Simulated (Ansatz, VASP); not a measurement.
# Two plane-wave programs on MoS2

```
Mo S
1.0
     3.18507    0.00000    0.00000
    -1.59253    2.75835    0.00000
     0.00000    0.00000   14.80800
Mo S
2 4
Direct
  0.66667 0.33333 0.25000
  0.33333 0.66667 0.75000
  0.66667 0.33333 0.64448
  0.33333 0.66667 0.35552
  0.66667 0.33333 0.85552
  0.33333 0.66667 0.14448
```

Alike in both runs: functional PBE; k mesh 12 × 12 × 2; occupations gaussian, width 0.02 eV; no spin polarisation.

Ansatz relaxed the structure, and its values are those at the end. VASP's run is a single point on that final structure, the one shown.

|  | VASP | Ansatz |
| --- | --- | --- |
| version | VASP 6.6.1 | Ansatz 0.2.0 |
| potentials or method | VASP PAW PBE potentials, release 64 (Mo_sv, S), cutoff 520 eV | scalar-relativistic, plane waves, PAW |
| valence electrons in the cell | 52 | 52 |

|  | VASP | Ansatz | Ansatz less VASP |
| --- | --- | --- | --- |
| gap on the k mesh at the Fermi level (eV) | 1.46 | 1.45 | -0.013 |
| least direct gap on the mesh (eV) | 1.67 | 1.66 | -0.004 |
| pressure (GPa) | -0.1 | 0.0 | +0.10 |
| rms of the force components (eV/Å) | 0.005 | 0.001 | -0.0042 |
